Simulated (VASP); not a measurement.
# Ti (Im-3m) in VASP: further runs

Ti is run at these levels: PBEsol; tasks: single point.

Everything below comes from runs of VASP 6.6.1. Logs are shortened: lines on timing, memory, paths and dates and some standing lists are left out, and cuts for length are marked.

### Step 1. The cell of the first run

It takes space group Im-3m (No. 229, cubic). The conventional cell has a = 3.282 Å, b = 3.282 Å, c = 3.282 Å, α = 90.00°, β = 90.00°, γ = 90.00°. Within 3.7 Å of Ti (site symmetry m-3m) lie 14 Ti at 2.84 to 3.28 Å.

### Step 2. Single point, PBEsol

The input, INCAR:

```
SYSTEM = Ti
PREC = Accurate
ENCUT = 520
EDIFF = 1E-6
ISMEAR = -1
SIGMA = 0.1
LREAL = .False.
LASPH = .True.
NELM = 80
ALGO = Normal
ISIF = 2
LWAVE = .False.
LCHARG = .False.
GGA = PS
NBANDS = 12
```

The input, KPOINTS:

```
regular mesh
0
Gamma
  3 3 3
  0 0 0
```

The input, POSCAR:

```
Ti
1.0
   -1.6410000000      1.6410000000      1.6410000000
    1.6410000000     -1.6410000000      1.6410000000
    1.6410000000      1.6410000000     -1.6410000000
Ti
1
Direct
    0.0000000000      0.0000000000      0.0000000000
```

Potentials or basis: VASP PAW PBE potentials, release 64 (Ti_sv).

On the command line:

```sh
cat potpaw_PBE.64/Ti_sv/POTCAR > POTCAR
mpirun -np 1 vasp_std > vasp.out
```

OUTCAR:

```text
SYSTEM = Ti
   PREC = Accurate
   ENCUT = 520
   EDIFF = 1E-6
   ISMEAR = -1
   LREAL = .False.
   LASPH = .True.
   NELM = 80
   ISIF = 2
   GGA = PS

 ion  position               nearest neighbor table
   1  0.000  0.000  0.000-

  LATTYP: Found a body centered cubic cell.
 ALAT       =     3.2820000000

  Lattice vectors:

 A1 = (  -1.6410000000,   1.6410000000,   1.6410000000)
 A2 = (   1.6410000000,  -1.6410000000,   1.6410000000)
 A3 = (   1.6410000000,   1.6410000000,  -1.6410000000)

Analysis of symmetry for initial positions (statically):
=====================================================================
 Subroutine PRICEL returns:
 Original cell was already a primitive cell.

 Routine SETGRP: Setting up the symmetry group for a
 body centered cubic supercell.

 Subroutine GETGRP returns: Found 48 space group operations
 (whereof 48 operations were pure point group operations)
 out of a pool of 48 trial point group operations.

The static configuration has the point symmetry O_h .

Analysis of symmetry for dynamics (positions and initial velocities):
=====================================================================
 Subroutine PRICEL returns:
 Original cell was already a primitive cell.

 Routine SETGRP: Setting up the symmetry group for a
 body centered cubic supercell.

 Subroutine GETGRP returns: Found 48 space group operations
 (whereof 48 operations were pure point group operations)
 out of a pool of 48 trial point group operations.

The dynamic configuration has the point symmetry O_h .

 Subroutine INISYM returns: Found 48 space group operations
 (whereof 48 operations are pure point group operations),
 and found     1 'primitive' translations

----------------------------------------------------------------------------------------

                                     Primitive cell

  volume of cell :      17.6761

  direct lattice vectors                    reciprocal lattice vectors
    -1.641000000  1.641000000  1.641000000     0.000000000  0.304692261  0.304692261
     1.641000000 -1.641000000  1.641000000     0.304692261  0.000000000  0.304692261
     1.641000000  1.641000000 -1.641000000     0.304692261  0.304692261  0.000000000

  length of vectors
     2.842295375  2.842295375  2.842295375     0.430899928  0.430899928  0.430899928

  position of ions in fractional coordinates (direct lattice)
     0.000000000  0.000000000  0.000000000

  ion indices of the primitive-cell ions
   primitive index   ion index
                 1           1

----------------------------------------------------------------------------------------

 KPOINTS: regular mesh

Automatic generation of k-mesh.
 Grid dimensions read from file:
 generate k-points for:    3    3    3

 Generating k-lattice:

  Cartesian coordinates                     Fractional coordinates (reciprocal lattice)
     0.000000000  0.101564087  0.101564087     0.333333333  0.000000000  0.000000000
     0.101564087  0.000000000  0.101564087     0.000000000  0.333333333  0.000000000
     0.101564087  0.101564087  0.000000000     0.000000000  0.000000000  0.333333333

  Length of vectors
     0.143633309  0.143633309  0.143633309

  Shift w.r.t. Gamma in fractional coordinates (k-lattice)
     0.000000000  0.000000000  0.000000000

 Subroutine IBZKPT returns following result:
 ===========================================

 Found      4 irreducible k-points:

 Following reciprocal coordinates:
            Coordinates               Weight
  0.000000  0.000000  0.000000      1.000000
  0.333333  0.000000  0.000000     12.000000
  0.333333  0.333333  0.000000      8.000000
 -0.333333  0.333333  0.333333      6.000000
   k-points           NKPTS =      4   k-points in BZ     NKDIM =      4   number of bands    NBANDS=     12
   number of dos      NEDOS =    301   number of ions     NIONS =      1
   total plane-waves  NPLWV =  13824
   dimension x,y,z NGX =    24 NGY =   24 NGZ =   24
   dimension x,y,z NGXF=    48 NGYF=   48 NGZF=   48
   ions per type =               1
   NGX,Y,Z   is equivalent  to a cutoff of  14.04, 14.04, 14.04 a.u.
   NGXF,Y,Z  is equivalent  to a cutoff of  28.08, 28.08, 28.08 a.u.
 SYSTEM =  Ti
   PREC   = accura    normal or accurate (medium, high low for compatibility)
   ISTART =      0    job   : 0-new  1-cont  2-samecut
   ICHARG =      2    charge: 1-file 2-atom 10-const
   ISPIN  =      1    spin polarized calculation?
   LNONCOLLINEAR =      F non collinear calculations
   LSORBIT =      F    spin-orbit coupling
   LASPH  =      T    aspherical Exc in radial PAW
   ENCUT  =  520.0 eV  38.22 Ry    6.18 a.u.   5.28  5.28  5.28*2*pi/ulx,y,z
   NELM   =     80;   NELMIN=  2; NELMDL= -5     # of ELM steps
   EDIFF  = 0.1E-05   stopping-criterion for ELM
   LREAL  =      F    real-space projection
   EDIFFG = 0.1E-04   stopping-criterion for IOM
   NSW    =      0    number of steps for IOM
   IBRION =     -1    ionic relax: 0-MD 1-quasi-New 2-CG
   NFREE  =      0    steps in history (QN), initial steepest desc. (CG)
   ISIF   =      2    stress and relaxation
   ISYM   =      2    0-nonsym 1-usesym 2-fastsym
   POTIM  = 0.5000    time-step for ionic-motion
   TEBEG  =    0.0;   TEEND  =   0.0 temperature during run
   PSTRESS=    0.0 pullay stress
   NELECT =      12.0000    total number of electrons
   NUPDOWN=      -1.0000    fix difference up-down
   EMIN   =  10.00;   EMAX   =-10.00  energy-range for DOS
   EFERMI =   0.00;   METHOD = LEGACY
   ISMEAR =    -1;   SIGMA  =   0.10  broadening in eV -4-tet -1-fermi 0-gaus
   EFERMI_NEDOS =   21; number of points for ismear=-14 and -15
   IALGO  =     38    algorithm
   IMIX   =      4    mixing-type and parameters
     AMIX     =   0.40;   BMIX     =  1.00
     AMIX_MAG =   1.60;   BMIX_MAG =  1.00
  volume/ion in A,a.u.               =      17.68       119.28
  Fermi-wavevector in a.u.,A,eV,Ry     =   1.438821  2.718977 28.166848  2.070205
  Thomas-Fermi vector in A             =   2.557745
   LORBIT       =      0    0 simple, 1 ext, 2 COOP (PROOUT), +10 PAW based schemes
   GGA     = PS    functional components
   LHFCALC =     F    Hartree Fock is set to
   AEXX    =    0.0000 exact exchange contribution
   IVDW    =     0    specifies the selected vdW correction
   LEPSILON=     F    determine dielectric tensor
   LRPA    =     F    only Hartree local field effects (RPA)
 non-spin polarized calculation
  energy-cutoff  :      520.00
  volume of cell :       17.68
 maximum number of plane-waves:       482
 NGX is ok and might be reduce to    24
   NGX = 11   NGY = 11   NGZ = 11

 number of electron      12.0000001 magnetization

 Free energy of the ion-electron system (eV)
  ---------------------------------------------------
  ext. energy  EPLUGINS =         0.00000000
  ---------------------------------------------------
  free energy    TOTEN  =        -8.27754422 eV

  energy without entropy =       -8.19963252  energy(sigma->0) =       -8.23858837

 E-fermi :   7.6600     XC(G=0): -11.5501

 val. band max:        7.2629424356   @ k =   0.3333   0.3333   0.0000
 cond. band min:       7.6886434680   @ k =   0.3333   0.0000   0.0000
 fundamental gap:      0.4257010324
 Fermi energy:         7.6599701472

 k-point     1 :       0.0000    0.0000    0.0000
  band No.  band energies     occupation
      1     -48.5655      2.00000
      2     -24.5362      2.00000
      3     -24.5362      2.00000
      4     -24.5362      2.00000
      5       1.8697      2.00000
      6       8.7383      0.00004
      7       8.7383      0.00004
      8       8.7383      0.00004
      9      10.4716      0.00000
     10      10.4716      0.00000
     11      25.0775      0.00000
     12      25.0775      0.00000

 k-point     2 :       0.3333    0.0000    0.0000
  band No.  band energies     occupation
      1     -48.4721      2.00000
      2     -25.0238      2.00000
      3     -24.6896      2.00000
      4     -24.5391      2.00000
      5       4.6955      2.00000
      6       7.6886      0.85761
      7       8.0947      0.02555
      8      10.3282      0.00000
      9      10.6654      0.00000
     10      10.9571      0.00000
     11      19.0870      0.00000
     12      22.2209      0.00000

 k-point     3 :       0.3333    0.3333    0.0000
  band No.  band energies     occupation
      1     -48.4251      2.00000
      2     -24.9780      2.00000
      3     -24.9780      2.00000
      4     -24.6161      2.00000
      5       6.8382      1.99946
      6       7.2629      1.96296
      7       7.2629      1.96296
      8      10.6892      0.00000
      9      10.6892      0.00000
     10      15.5538      0.00000
     11      15.5538      0.00000
     12      16.7210      0.00000

 k-point     4 :      -0.3333    0.3333    0.3333
  band No.  band energies     occupation
      1     -48.3995      2.00000
      2     -24.9574      2.00000
      3     -24.8638      2.00000
      4     -24.8638      2.00000
      5       6.0551      2.00000
      6       6.7284      1.99982
      7       9.7888      0.00000
      8       9.7888      0.00000
      9      10.8227      0.00000
     10      12.2835      0.00000
     11      19.6691      0.00000
     12      19.6691      0.00000

------------------------ aborting loop because EDIFF is reached ----------------------------------------

  FORCE on cell =-STRESS in cart. coord.  units (eV):
  Direction    XX          YY          ZZ          XY          YZ          ZX
  --------------------------------------------------------------------------------------
  -------------------------------------------------------------------------------------
  Total       -0.7816634     -0.7816634     -0.7816634      0.0000000      0.0000000      0.0000000
  in kB      -70.8507790    -70.8507790    -70.8507790      0.0000000      0.0000000      0.0000000
  external PRESSURE =     -70.8507790 kB  Pullay stress =       0.0000000 kB

 VOLUME and BASIS-vectors are now :
 -----------------------------------------------------------------------------
  energy-cutoff  :      520.00
  volume of cell :       17.68
      direct lattice vectors                 reciprocal lattice vectors
    -1.641000000  1.641000000  1.641000000     0.000000000  0.304692261  0.304692261
     1.641000000 -1.641000000  1.641000000     0.304692261  0.000000000  0.304692261
     1.641000000  1.641000000 -1.641000000     0.304692261  0.304692261  0.000000000

 POSITION                                       TOTAL-FORCE (eV/Angst)
 -----------------------------------------------------------------------------------
      0.00000      0.00000      0.00000        -0.000000      0.000000     -0.000000
 -----------------------------------------------------------------------------------
    total drift:                                0.000000      0.000000      0.000000

  FREE ENERGIE OF THE ION-ELECTRON SYSTEM (eV)
  ---------------------------------------------------
  free  energy   TOTEN  =        -8.2775442213 eV

  energy  without entropy=       -8.1996325235  energy(sigma->0) =       -8.23858837
```

Wall time 2.9 s (1 thread of Intel Xeon 6975P-C, shared host); peak memory 0.13 GiB.

Results:

| Quantity | Value |
| --- | --- |
| Free energy | -8.2775 eV |
| Pressure | -7.1 GPa |
| Band gap on the k mesh | zero (band 6 reaches 8.74 eV, above the bottom of band 7 at 7.26 eV) |

Levels at points of the mesh, in eV from the Fermi level:
```csv
k point,band 3,band 4,band 5,band 6,band 7,band 8
"(0.00, 0.00, 0.00)",-32.20,-32.20,-5.79,1.08,1.08,1.08
```

Caveat: the k points lie up to 0.90 Å⁻¹ apart; the PAW data sets were made with another functional, which shifts forces and pressure a little.

### Step 3. Single point, PBEsol

The input, INCAR:

```
SYSTEM = Ti
ALGO = Normal
EDIFF = 1E-6
ENCUT = 520
GGA = PS
ISIF = 2
ISMEAR = -1
LASPH = .True.
LCHARG = .True.
LELF = .True.
LREAL = .False.
LVHAR = .True.
LWAVE = .False.
NBANDS = 12
NELM = 100
PREC = Accurate
SIGMA = 0.1
```

The input, KPOINTS:

```
k-points
0
Gamma
  5 5 5
  0 0 0
```

POSCAR is that of step 2.

Potentials or basis: VASP PAW PBE potentials, release 64 (Ti_sv).

On the command line:

```sh
cat potpaw_PBE.64/Ti_sv/POTCAR > POTCAR
mpirun -np 1 vasp_std > vasp.out
```

OUTCAR:

```text
SYSTEM = Ti
   EDIFF = 1E-6
   ENCUT = 520
   GGA = PS
   ISIF = 2
   ISMEAR = -1
   LASPH = .True.
   LREAL = .False.
   NELM = 100
   PREC = Accurate

 ion  position               nearest neighbor table
   1  0.000  0.000  0.000-

  LATTYP: Found a body centered cubic cell.
 ALAT       =     3.2820000000

  Lattice vectors:

 A1 = (  -1.6410000000,   1.6410000000,   1.6410000000)
 A2 = (   1.6410000000,  -1.6410000000,   1.6410000000)
 A3 = (   1.6410000000,   1.6410000000,  -1.6410000000)

Analysis of symmetry for initial positions (statically):
=====================================================================
 Subroutine PRICEL returns:
 Original cell was already a primitive cell.

 Routine SETGRP: Setting up the symmetry group for a
 body centered cubic supercell.

 Subroutine GETGRP returns: Found 48 space group operations
 (whereof 48 operations were pure point group operations)
 out of a pool of 48 trial point group operations.

The static configuration has the point symmetry O_h .

Analysis of symmetry for dynamics (positions and initial velocities):
=====================================================================
 Subroutine PRICEL returns:
 Original cell was already a primitive cell.

 Routine SETGRP: Setting up the symmetry group for a
 body centered cubic supercell.

 Subroutine GETGRP returns: Found 48 space group operations
 (whereof 48 operations were pure point group operations)
 out of a pool of 48 trial point group operations.

The dynamic configuration has the point symmetry O_h .

 Subroutine INISYM returns: Found 48 space group operations
 (whereof 48 operations are pure point group operations),
 and found     1 'primitive' translations

----------------------------------------------------------------------------------------

[... 99 lines left out ...]
   LORBIT       =      0    0 simple, 1 ext, 2 COOP (PROOUT), +10 PAW based schemes
   GGA     = PS    functional components
   LHFCALC =     F    Hartree Fock is set to
   AEXX    =    0.0000 exact exchange contribution
   IVDW    =     0    specifies the selected vdW correction
   LEPSILON=     F    determine dielectric tensor
   LRPA    =     F    only Hartree local field effects (RPA)
 non-spin polarized calculation
  energy-cutoff  :      520.00
  volume of cell :       17.68
 maximum number of plane-waves:       482
 NGX is ok and might be reduce to    24
   NGX = 11   NGY = 11   NGZ = 11

 number of electron      12.0000001 magnetization

 Free energy of the ion-electron system (eV)
  ---------------------------------------------------
  ext. energy  EPLUGINS =         0.00000000
  ---------------------------------------------------
  free energy    TOTEN  =        -8.26696265 eV

  energy without entropy =       -8.19486947  energy(sigma->0) =       -8.23091606

 E-fermi :   7.7823     XC(G=0): -11.5439

 val. band max:        7.5633598650   @ k =   0.2000   0.2000   0.0000
 cond. band min:       7.8603901415   @ k =   0.4000   0.2000   0.0000
 fundamental gap:      0.2970302765
 Fermi energy:         7.7823370297

 k-point     1 :       0.0000    0.0000    0.0000
  band No.  band energies     occupation
      1     -48.5148      2.00000
      2     -24.4873      2.00000
      3     -24.4873      2.00000
      4     -24.4873      2.00000
      5       1.8647      2.00000
      6       8.7713      0.00010
      7       8.7713      0.00010
      8       8.7713      0.00010
      9      10.5077      0.00000
     10      10.5077      0.00000
     11      25.0711      0.00000
     12      25.0711      0.00000
[... 121 lines left out ...]
 k-point    10 :      -0.4000    0.4000    0.4000
  band No.  band energies     occupation
      1     -48.3191      2.00000
      2     -24.9307      2.00000
      3     -24.8876      2.00000
      4     -24.8876      2.00000
      5       6.0037      2.00000
      6       6.1173      2.00000
      7      10.6962      0.00000
      8      10.6962      0.00000
      9      11.3486      0.00000
     10      13.9844      0.00000
     11      17.6385      0.00000
     12      17.6385      0.00000

------------------------ aborting loop because EDIFF is reached ----------------------------------------

  FORCE on cell =-STRESS in cart. coord.  units (eV):
  Direction    XX          YY          ZZ          XY          YZ          ZX
  --------------------------------------------------------------------------------------
  -------------------------------------------------------------------------------------
  Total       -0.8456199     -0.8456199     -0.8456199      0.0000000     -0.0000000      0.0000000
  in kB      -76.6478643    -76.6478643    -76.6478643      0.0000000     -0.0000000      0.0000000
  external PRESSURE =     -76.6478643 kB  Pullay stress =       0.0000000 kB

 VOLUME and BASIS-vectors are now :
 -----------------------------------------------------------------------------
  energy-cutoff  :      520.00
  volume of cell :       17.68
      direct lattice vectors                 reciprocal lattice vectors
    -1.641000000  1.641000000  1.641000000     0.000000000  0.304692261  0.304692261
     1.641000000 -1.641000000  1.641000000     0.304692261  0.000000000  0.304692261
     1.641000000  1.641000000 -1.641000000     0.304692261  0.304692261  0.000000000

 POSITION                                       TOTAL-FORCE (eV/Angst)
 -----------------------------------------------------------------------------------
      0.00000      0.00000      0.00000        -0.000000      0.000000     -0.000000
 -----------------------------------------------------------------------------------
    total drift:                                0.000000      0.000000     -0.000000

  FREE ENERGIE OF THE ION-ELECTRON SYSTEM (eV)
  ---------------------------------------------------
  free  energy   TOTEN  =        -8.2669626494 eV

  energy  without entropy=       -8.1948694663  energy(sigma->0) =       -8.23091606
```

It took 3.7 s on 1 thread of Intel Xeon 6975P-C, shared host; peak memory 0.13 GiB.

Results:

| Item | Value |
| --- | --- |
| Free energy | -8.2670 eV |
| Pressure | -7.7 GPa |
| Band gap on the k mesh | zero (band 6 reaches 8.77 eV, above the bottom of band 7 at 7.15 eV) |

Levels at points of the mesh, in eV from the Fermi level:
| k point | band 3 | band 4 | band 5 | band 6 | band 7 | band 8 | band 9 | band 10 |
| --- | --- | --- | --- | --- | --- | --- | --- | --- |
| (0.00, 0.00, 0.00) | -32.27 | -32.27 | -5.92 | 0.99 | 0.99 | 0.99 | 2.73 | 2.73 |

Caveat: the k points lie up to 0.54 Å⁻¹ apart; the PAW data sets were made with another functional, which shifts forces and pressure a little.

(Part 1 of 2 ends here.)
